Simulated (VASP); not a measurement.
# AlN (F-43m) in VASP: further runs, part 3 of 3

VASP 6.6.1. Earlier steps stand in the parts before.

## 4. Single point, RPBE+D4

This run uses another cell than the first one, of 10.30 Å³/atom, 0.988 times its volume.

Input file INCAR:

```
SYSTEM = AlN
  PREC = Accurate
  ENCUT = 520
  EDIFF = 1E-7
  ISMEAR = -1
  SIGMA = 0.05
  LREAL = .FALSE.
  LASPH = .TRUE.
  NELM = 80
  ALGO = Normal
  ISIF = 2
  LWAVE = .FALSE.
  LCHARG = .TRUE.
  GGA = RP
  IVDW = 13
  LELF = .TRUE.
  LVHAR = .TRUE.
  NBANDS = 11
```

Input file KPOINTS:

```
regular mesh
0
G
  10 10 10
  0 0 0
```

Input file POSCAR:

```
AlN
1.0
    0.0000000000      2.1755033092      2.1755033092
    2.1755033092      0.0000000000      2.1755033092
    2.1755033092      2.1755033092      0.0000000000
Al N
1 1
Direct
    0.0000000000      0.0000000000      0.0000000000
    0.2500000000      0.2500000000      0.2500000000
```

Potentials or basis: VASP PAW PBE potentials, release 64 (Al, N).

The run is started by

```bash
cat potpaw_PBE.64/Al/POTCAR potpaw_PBE.64/N/POTCAR > POTCAR
mpirun -np 1 vasp_std > vasp.out
```

OUTCAR:

```text
SYSTEM = AlN
   PREC = Accurate
   ENCUT = 520
   EDIFF = 1E-7
   ISMEAR = -1
   LREAL = .FALSE.
   LASPH = .TRUE.
   NELM = 80
   ISIF = 2
   GGA = RP
   IVDW = 13

 ion  position               nearest neighbor table
   1  0.000  0.000  0.000-   2 1.88   2 1.88   2 1.88   2 1.88
   2  0.250  0.250  0.250-   1 1.88   1 1.88   1 1.88   1 1.88

  LATTYP: Found a face centered cubic cell.
 ALAT       =     4.3510066184

  Lattice vectors:

 A1 = (   0.0000000000,   2.1755033092,   2.1755033092)
 A2 = (   2.1755033092,   0.0000000000,   2.1755033092)
 A3 = (   2.1755033092,   2.1755033092,   0.0000000000)

Analysis of symmetry for initial positions (statically):
=====================================================================
 Subroutine PRICEL returns:
 Original cell was already a primitive cell.

 Routine SETGRP: Setting up the symmetry group for a
 face centered cubic supercell.

 Subroutine GETGRP returns: Found 24 space group operations
 (whereof 24 operations were pure point group operations)
 out of a pool of 48 trial point group operations.

The static configuration has the point symmetry T_d .

Analysis of symmetry for dynamics (positions and initial velocities):
=====================================================================
 Subroutine PRICEL returns:
[... 173 lines left out ...]
      9      23.9956      0.00000
     10      23.9956      0.00000
     11      25.4706      0.00000
[... 309 lines left out ...]
 k-point    24 :       0.4000    0.3000    0.0000
  band No.  band energies     occupation
      1      -6.8820      2.00000
      2       2.0397      2.00000
      3       4.4919      2.00000
      4       4.7900      2.00000
      5      11.1805      0.00000
      6      15.9106      0.00000
      7      18.6927      0.00000
      8      21.0196      0.00000
      9      21.5467      0.00000
     10      27.6913      0.00000
     11      30.0242      0.00000

 [... further k-points ...]

------------------------ aborting loop because EDIFF is reached ----------------------------------------

  DFT-D4 for vdW energy calculation

  Edisp (eV):   -1.30440

  FORCE on cell =-STRESS in cart. coord.  units (eV):
  Direction    XX          YY          ZZ          XY          YZ          ZX
  --------------------------------------------------------------------------------------
  -------------------------------------------------------------------------------------
  Total      -0.09359    -0.09359    -0.09359     0.00000    -0.00000     0.00000
  in kB      -7.28198    -7.28198    -7.28198     0.00000    -0.00000     0.00000
  external pressure =       -7.28 kB  Pullay stress =        0.00 kB

 VOLUME and BASIS-vectors are now :
 -----------------------------------------------------------------------------
  energy-cutoff  :      520.00
  volume of cell :       20.59
      direct lattice vectors                 reciprocal lattice vectors
     0.000000000  2.175503309  2.175503309    -0.229831873  0.229831873  0.229831873
     2.175503309  0.000000000  2.175503309     0.229831873 -0.229831873  0.229831873
     2.175503309  2.175503309  0.000000000     0.229831873  0.229831873 -0.229831873

 POSITION                                       TOTAL-FORCE (eV/Angst)
 -----------------------------------------------------------------------------------
      0.00000      0.00000      0.00000         0.000000      0.000000      0.000000
      1.08775      1.08775      1.08775        -0.000000     -0.000000     -0.000000
 -----------------------------------------------------------------------------------
    total drift:                                0.000000      0.000000      0.000000

  FREE ENERGIE OF THE ION-ELECTRON SYSTEM (eV)
  ---------------------------------------------------
  free  energy   TOTEN  =       -15.4037619377 eV

  energy  without entropy=      -15.4037619377  energy(sigma->0) =      -15.40376194
```

OSZICAR:

```text
N       E                     dE             d eps       ncg     rms          rms(c)
DAV:   1     0.118542993143E+02    0.11854E+02   -0.39523E+03  1050   0.616E+02
DAV:   2    -0.155299524666E+02   -0.27384E+02   -0.26388E+02  1235   0.135E+02
DAV:   3    -0.164307043793E+02   -0.90075E+00   -0.89960E+00  1273   0.239E+01
DAV:   4    -0.164353932940E+02   -0.46889E-02   -0.46886E-02  1166   0.187E+00
DAV:   5    -0.164354500465E+02   -0.56753E-04   -0.56748E-04  1258   0.196E-01    0.882E+00
DAV:   6    -0.140900833768E+02    0.23454E+01   -0.11358E+01  1223   0.171E+01    0.304E+00
DAV:   7    -0.140957674367E+02   -0.56841E-02   -0.19095E-01  1157   0.331E+00    0.222E+00
DAV:   8    -0.141007286255E+02   -0.49612E-02   -0.34456E-02  1136   0.168E+00    0.616E-01
DAV:   9    -0.140992417534E+02    0.14869E-02   -0.41639E-03  1235   0.374E-01    0.259E-01
DAV:  10    -0.140993321204E+02   -0.90367E-04   -0.60487E-04  1121   0.157E-01    0.272E-02
DAV:  11    -0.140993589094E+02   -0.26789E-04   -0.43255E-05  1187   0.464E-02    0.182E-02
DAV:  12    -0.140993591510E+02   -0.24152E-06   -0.70563E-07  1208   0.651E-03    0.341E-03
DAV:  13    -0.140993590778E+02    0.73189E-07   -0.91405E-07  1187   0.545E-03
   1 F= -.15403762E+02 E0= -.15403762E+02  d E =-.299383E-10
```

stdout:

```text
POSCAR found type information on POSCAR AlN
 POSCAR found :  2 types and       2 ions
 scaLAPACK will be used
 -----------------------------------------------------------------------------
|                                                                             |
|                                                                             |
|     You enforced a specific xc type in the INCAR file but a different       |
|     I HOPE YOU KNOW WHAT YOU ARE DOING!                                     |
|                                                                             |
 -----------------------------------------------------------------------------

 LDA part: xc-table for (Slater+PW92), standard interpolation
 POSCAR, INCAR and KPOINTS ok, starting setup
 FFT: planning ... GRIDC
 FFT: planning ... GRID_SOFT
 FFT: planning ... GRID
 WAVECAR not read
 entering main loop
```

Run time: 8.7 s. Hardware: 1 thread of Intel Xeon 6975P-C, shared host; peak memory 0.14 GiB.

What came out:

```yaml
Free_energy: -15.4038 eV
Pressure: -0.7 GPa
Band_gap_on_the_k_mesh: 3.37 eV, indirect (least direct gap 4.34 eV)
Dispersion_energy_per_atom: -0.652 eV
```

Levels at points of the mesh, in eV from the valence-band top:
| k point | band 2 | band 3 | band 4 | band 5 | band 6 | band 7 |
| --- | --- | --- | --- | --- | --- | --- |
| (0.00, 0.00, 0.00) | 0.00 | 0.00 | 0.00 | 4.34 | 12.79 | 12.79 |
| (0.50, 0.00, 0.00) | -5.87 | -0.48 | -0.48 | 7.58 | 10.01 | 11.29 |
| (0.50, 0.50, 0.00) | -4.90 | -1.77 | -1.77 | 3.37 | 8.79 | 14.25 |

Caveat: the PAW data sets were made with another functional, which shifts forces and pressure a little. A k mesh can miss the band edges.

## 5. Single point, revPBE+D3(BJ)

This run uses another cell than the first one, of 10.37 Å³/atom, 0.995 times its volume.

Input file INCAR:

```
  ALGO = Normal
  EDIFF = 1E-7
  ENCUT = 520
  GGA = RE
  ISIF = 2
  ISMEAR = -1
  IVDW = 12
  LASPH = T
  LCHARG = F
  LREAL = F
  LWAVE = F
  NBANDS = 11
  NELM = 100
  PREC = Accurate
  SIGMA = 0.05
```

Input file KPOINTS:

```
k-points
0
Gamma
  10 10 10
```

Input file POSCAR:

```
AlN
1.0
    0.0000000000      2.1806945300      2.1806945300
    2.1806945300      0.0000000000      2.1806945300
    2.1806945300      2.1806945300      0.0000000000
Al N
1 1
Direct
    0.0000000000      0.0000000000      0.0000000000
    0.2500000000      0.2500000000      0.2500000000
```

The run is started by

```bash
cat potpaw_PBE.64/Al/POTCAR potpaw_PBE.64/N/POTCAR > POTCAR
mpirun -np 1 vasp_std > vasp.out
```

Run time: 9.4 s. Hardware: 1 thread of Intel Xeon 6975P-C, shared host; peak memory 0.15 GiB.

It converged, with:

| Property | Result |
| --- | --- |
| Free energy | -15.2868 eV |
| Pressure | -0.6 GPa |
| Band gap on the k mesh | 3.35 eV, indirect (least direct gap 4.26 eV) |
| Dispersion energy per atom | -0.531 eV |

Levels at points of the mesh, in eV from the valence-band top:
| k point | band 1 | band 2 | band 3 | band 4 | band 5 | band 6 | band 7 | band 8 | band 9 |
| --- | --- | --- | --- | --- | --- | --- | --- | --- | --- |
| (0.00, 0.00, 0.00) | -15.04 | 0.00 | 0.00 | 0.00 | 4.26 | 12.69 | 12.69 | 12.69 | 17.74 |
| (0.50, 0.00, 0.00) | -13.00 | -5.85 | -0.48 | -0.48 | 7.49 | 9.94 | 11.23 | 11.23 | 18.16 |
| (0.50, 0.50, 0.00) | -12.36 | -4.89 | -1.77 | -1.77 | 3.35 | 8.73 | 14.12 | 15.89 | 15.89 |

Caveat: the PAW data sets were made with another functional, which shifts forces and pressure a little.

## 6. Single point, revPBE+D4

This run uses another cell than the first one, of 10.29 Å³/atom, 0.988 times its volume.

Input file INCAR:

```
SYSTEM = AlN
PREC = Accurate
ENCUT = 520
EDIFF = 1E-7
ISMEAR = -1
SIGMA = 0.05
LREAL = .FALSE.
LASPH = .TRUE.
NELM = 100
ALGO = Normal
ISIF = 2
LWAVE = .FALSE.
LCHARG = .TRUE.
GGA = RE
IVDW = 13
LELF = .TRUE.
LVHAR = .TRUE.
NBANDS = 11
```

Input file KPOINTS:

```
Automatic mesh
0
G
  10 10 10
  0 0 0
```

Input file POSCAR:

```
AlN
1.0
    0.0000000000      2.1751539505      2.1751539505
    2.1751539505      0.0000000000      2.1751539505
    2.1751539505      2.1751539505      0.0000000000
Al N
1 1
Direct
    0.0000000000      0.0000000000      0.0000000000
    0.2500000000      0.2500000000      0.2500000000
```

Potentials or basis: VASP PAW PBE potentials, release 64 (Al, N).

The run is started by

```bash
cat potpaw_PBE.64/Al/POTCAR potpaw_PBE.64/N/POTCAR > POTCAR
mpirun -np 1 vasp_std > vasp.out
```

It took 9.9 s on 1 thread of Intel Xeon 6975P-C, shared host; peak memory 0.14 GiB.

Results (log left out):

* Free energy: -15.4056 eV
* Pressure: -0.6 GPa
* Band gap on the k mesh: 3.36 eV, indirect (least direct gap 4.33 eV)
* Dispersion energy per atom: -0.594 eV

Levels at points of the mesh, in eV from the valence-band top:
```
           k point  band 1  band 2  band 3  band 4  band 5  band 6  band 7  band 8
(0.00, 0.00, 0.00)  -15.08    0.00    0.00    0.00    4.33   12.77   12.77   12.77
(0.50, 0.00, 0.00)  -13.02   -5.88   -0.48   -0.48    7.56    9.99   11.28   11.28
(0.50, 0.50, 0.00)  -12.38   -4.91   -1.78   -1.78    3.36    8.77   14.23   15.98
```

Caveat: the PAW data sets were made with another functional, which shifts forces and pressure a little. A k mesh can miss the band edges.

## 7. Overview

| task | level | cell | k mesh | cutoff (eV) | grid for exact exchange (PRECFOCK) | share of exact exchange | screening parameter | gap on the mesh (eV) | pressure (GPa) |
| --- | --- | --- | --- | --- | --- | --- | --- | --- | --- |
| single point | PBEsol-based screened hybrid | a = 3.089 Å, angles 60.0°, 2 atoms | 5 × 5 × 5 | 520 | Normal | 0.25 | 0.207 1/Å | 5.09 | -2.7 |
| relaxation of cell and atoms | PBE0 | relaxed from a = 3.089 Å, angles 60.0°, 2 atoms | 5 × 5 × 5 | 600 | Normal | - | - | 5.94 | 0.0 |
| single point | RPBE+D4 | a = 3.077 Å, angles 60.0°, 2 atoms | 10 × 10 × 10 | 520 | - | - | - | 3.37 | -0.7 |
| single point | revPBE+D3(BJ) | a = 3.084 Å, angles 60.0°, 2 atoms | 10 × 10 × 10 | 520 | - | - | - | 3.35 | -0.6 |
| single point | revPBE+D4 | a = 3.076 Å, angles 60.0°, 2 atoms | 10 × 10 × 10 | 520 | - | - | - | 3.36 | -0.6 |

Alike in all rows: potentials or basis VASP PAW PBE potentials, release 64 (Al, N); no spin polarisation; smearing fermi-dirac 0.05 eV.

Caveats: some runs use coarse meshes; the PAW data sets were made with another functional, which shifts forces and pressure a little.

Total energies depend on the potentials used, so only differences within one code and one set of settings carry meaning.
